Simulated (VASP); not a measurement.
Wanted: the native input for a VASP 6.6.1 run.

```yaml
Task: single point
Functional: PBEsol
Potentials_or_basis: VASP PAW PBE potentials, release 64 (Si, O, N)
Cutoff: 520 eV
k_mesh: 2 × 2 × 1
Occupations: gaussian, width 0.02 eV
Spin: collinear spin, ferromagnetic start
Dipole_correction: no
Further_INCAR_settings: LREAL = Auto; ALGO = Normal; EDIFF = 1e-06; NBANDS = 120
```

The structure of Si12NO22 (a cell with a defect) lies in POSCAR:

```
Si12NO22
1.0
   -2.4581800000      4.2576930000      5.4084000000
    4.9163600000      0.0000000000      5.4084000000
    4.9163600000      8.5153850000      0.0000000000
Si O N
12 22 1
Direct
    0.0856286239      0.6014584998      0.9441186285
    0.4310716694      0.8957717593      0.0409102079
    0.0128278999      0.0241946946      0.2563495062
    0.0364813797      0.6167826171      0.4546006417
    0.4341854340      0.8739030950      0.5506182888
    0.0237288850      0.0170149579      0.7536197943
    0.6270264597      0.0403520626      0.1981928981
    0.8698016316      0.4685041520      0.2681103299
    0.4625889557      0.4789556785      0.5070703487
    0.5974305381      0.0460627316      0.7096353459
    0.8988498192      0.4426461871      0.7828766893
    0.4858816296      0.4720893045      0.0293386837
    0.2957614090      0.4682506833      0.9814382696
    0.9004724384      0.5659869581      0.0909985635
    0.9478275135      0.2310545959      0.3012655835
    0.2293510312      0.0071699362      0.1410222462
    0.6065939553      0.9439479795      0.0798816686
    0.5273637897      0.2765824791      0.1634711624
    0.2661983216      0.5149476735      0.4546848169
    0.8807670678      0.5499780694      0.6125043343
    1.0117292627      0.2117379365      0.8054094325
    0.2153726730      0.0103643287      0.6035471418
    0.4952487507      0.2507432247      0.6082153491
    0.8629264789      1.0033709473      0.1768651648
    0.5223623006     -0.0592310603      0.3713572187
    0.4421016612      0.6353206818      0.6010610033
    0.6375607024      0.5137794351      0.3566210172
   -0.0057081794      0.5586526732      0.3262014196
    0.0061151038      0.8563127861      0.4135860874
    0.4345360953     -0.0225658268      0.8646689150
    0.4417632926      0.6590670823      0.0976272384
    0.6716199350      0.4844297285      0.8825606246
    0.0440159394      0.5396245088      0.8163230016
    0.0996886413      0.8308791791      0.8868796149
    0.8166799148      1.0157385453      0.7246517501
```

The input as run:

INCAR

```
SYSTEM = Si12NO22
  PREC = Accurate
  ENCUT = 520
  EDIFF = 1E-6
  ISMEAR = 0
  SIGMA = 0.02
  LREAL = Auto
  LASPH = .True.
  NELM = 150
  ALGO = Normal
  ISIF = 2
  LWAVE = .False.
  LCHARG = .True.
  ISPIN = 2
  MAGMOM = 0 0 0 0 0 0 0 0 0 0 0 0 0 0 0 0 0 0 0 0 0 0 0 0 0 0 0 0 0 0 0 0 0 0 0.5
  LORBIT = 11
  GGA = PS
  LELF = .True.
  LVHAR = .True.
  NBANDS = 120
```

KPOINTS

```
Automatic mesh
0
Gamma
  2 2 1
  0 0 0
```

Potentials or basis: VASP PAW PBE potentials, release 64 (Si, O, N).

The run is started by

```bash
$ cat potpaw_PBE.64/Si/POTCAR potpaw_PBE.64/O/POTCAR potpaw_PBE.64/N/POTCAR > POTCAR
$ mpirun -np 1 vasp_std > vasp.out
```

It gave:

The pressure is 3.2 GPa, the largest force is 0.528 eV/Å and the band gap on the k mesh is 0.73 eV. The net moment is 1.00 μB per cell, the site moments are Si +0.00, -0.00, +0.14, +0.01, +0.03 (each value once); O +0.00, +0.01, +0.07, +0.03, +0.02 (each value once); N +0.09 μB and the valence electrons inside the program's atomic spheres are Si 1.67, 1.66, 1.69, 1.59, 1.68, 1.65 (each value once); O 5.23, 5.26, 5.25, 5.22, 5.24, 5.19, 5.21, 5.20 (each value once); N 3.89.

Caveat: the k points lie up to 0.70 Å⁻¹ apart; the PAW data sets were made with another functional, which shifts forces and pressure a little.

Run time: 26 min on 1 thread of Oxide Virtual Turin-like Processor (shared host), peak memory 0.8 GiB.
